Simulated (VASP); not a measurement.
ZrZnN: single point with PBE

Crystal: ZrZnN.

```xyz
3
Lattice="3.1616 0.0000 0.0000 0.0000 3.1616 0.0000 0.0000 0.0000 4.3178" Properties=species:S:1:pos:R:3 pbc="T T T"
Zr    1.5808    1.5808    0.0000
Zn    0.0000    0.0000    2.1589
N     1.5808    1.5808    2.1589
```

- Program: VASP 6.6.1
- Task: single point
- Functional: PBE
- Potentials or basis: VASP PAW PBE potentials, release 64 (Zr_sv, Zn, N)
- Cutoff: 520 eV
- k mesh: 14 × 14 × 12
- Occupations: gaussian, width 0.1 eV
- Spin: no spin polarisation
- Dipole correction: no
- Further INCAR settings: ALGO = Normal; EDIFF = 1e-06; NBANDS = 22

| Quantity | Value |
| --- | --- |
| Pressure | 0.3 GPa |

Stress tensor (GPa, compression positive):
```
0.29 0.00 0.00
0.00 0.29 0.00
0.00 0.00 0.22
```

Levels at points of the mesh, in eV from the Fermi level:
```tsv
k point	band 11	band 12	band 13	band 14	band 15	band 16	band 17	band 18	band 19	band 20
(0.00, 0.00, 0.00)	-4.14	-2.75	-2.26	-2.26	-1.03	2.94	2.94	3.50	3.95	4.28
(0.50, 0.00, 0.00)	-5.78	-1.50	-1.47	-1.44	-0.59	1.81	2.21	3.21	5.59	6.43
(0.50, 0.50, 0.00)	-4.97	-4.97	-3.37	-1.32	0.54	0.54	3.68	5.19	5.72	5.86
(0.00, 0.00, 0.50)	-5.88	-3.37	-2.95	-2.95	-1.01	-0.63	4.28	4.75	4.75	8.79
(0.50, 0.00, 0.50)	-6.06	-4.27	-1.24	-0.93	-0.41	2.17	2.98	4.46	5.02	6.14
(0.50, 0.50, 0.50)	-5.78	-5.78	-4.39	-2.64	-0.15	3.22	3.22	5.13	5.13	5.73
```

Wall time 61 s on 1 thread of Intel(R) Xeon(R) 6975P-C (Granite Rapids), with other jobs on the host, peak memory 0.35 GiB.
